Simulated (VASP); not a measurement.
Set up this calculation in VASP 6.6.1, as the native input.

| Quantity | Value |
| --- | --- |
| Task | single point |
| Functional | r2SCAN |
| Potentials or basis | VASP PAW PBE potentials, release 64 (La, H) |
| Cutoff | 520 eV |
| k mesh | 7 × 7 × 7 |
| Occupations | methfessel-paxton, width 0.1 eV |
| Spin | no spin polarisation |
| Dipole correction | no |
| Further INCAR settings | ALGO = Normal; EDIFF = 1e-06; NBANDS = 15 |

The system is LaH3.

```
La H
1.0
     3.94068    0.00000    0.00000
     1.97034    3.41273    0.00000
     1.97034    1.13758    3.21755
La H
1 3
Direct
  0.00000 0.00000 0.00000
  0.50000 0.50000 0.50000
  0.75000 0.75000 0.75000
  0.25000 0.25000 0.25000
```

These files were run (other wordings do the same):

POSCAR

```
LaH3
1.0
    3.9406770000      0.0000000000      0.0000000000
    1.9703385000      3.4127263901      0.0000000000
    1.9703385000      1.1375754634      3.2175492970
La H
1 3
Direct
    0.0000000000      0.0000000000      0.0000000000
    0.5000000000      0.5000000000      0.5000000000
    0.7500000000      0.7500000000      0.7500000000
    0.2500000000      0.2500000000      0.2500000000
```

INCAR.step1

```
  PREC = Accurate
  ENCUT = 520
  ISMEAR = 1
  SIGMA = 0.1
  LREAL = F
  LASPH = T
  NELM = 100
  NBANDS = 15
  GGA = PE
  ALGO = Normal
  EDIFF = 1E-4
  LWAVE = T
  LCHARG = F
```

INCAR.step2

```
  PREC = Accurate
  ENCUT = 520
  EDIFF = 1E-6
  ISMEAR = 1
  SIGMA = 0.1
  LREAL = F
  LASPH = T
  NELM = 100
  ALGO = Normal
  ISIF = 2
  LWAVE = F
  LCHARG = F
  METAGGA = R2SCAN
  LMIXTAU = T
  NBANDS = 15
  ISTART = 1
```

KPOINTS

```
regular mesh
0
Gamma
  7 7 7
```

Potentials or basis: VASP PAW PBE potentials, release 64 (La, H).

Command:

```console
$ cat potpaw_PBE.64/La/POTCAR potpaw_PBE.64/H/POTCAR > POTCAR
$ cp INCAR.step1 INCAR
$ mpirun -np 1 vasp_std > vasp.out
$ cp INCAR.step2 INCAR
$ mpirun -np 1 vasp_std > vasp.out
```

Results of the run:

| Quantity | Value |
| --- | --- |
| Pressure | -0.3 GPa |
| Band gap on the k mesh | 0.18 eV, indirect (least direct gap 0.28 eV) |

Caveat: the PAW data sets were made with another functional, which shifts forces and pressure a little; spin-orbit coupling is left out, which moves the levels of the heavy elements.

Run time: 82 s on 1 thread of Intel Xeon 6975P-C, with other jobs on the host, peak memory 0.18 GiB.
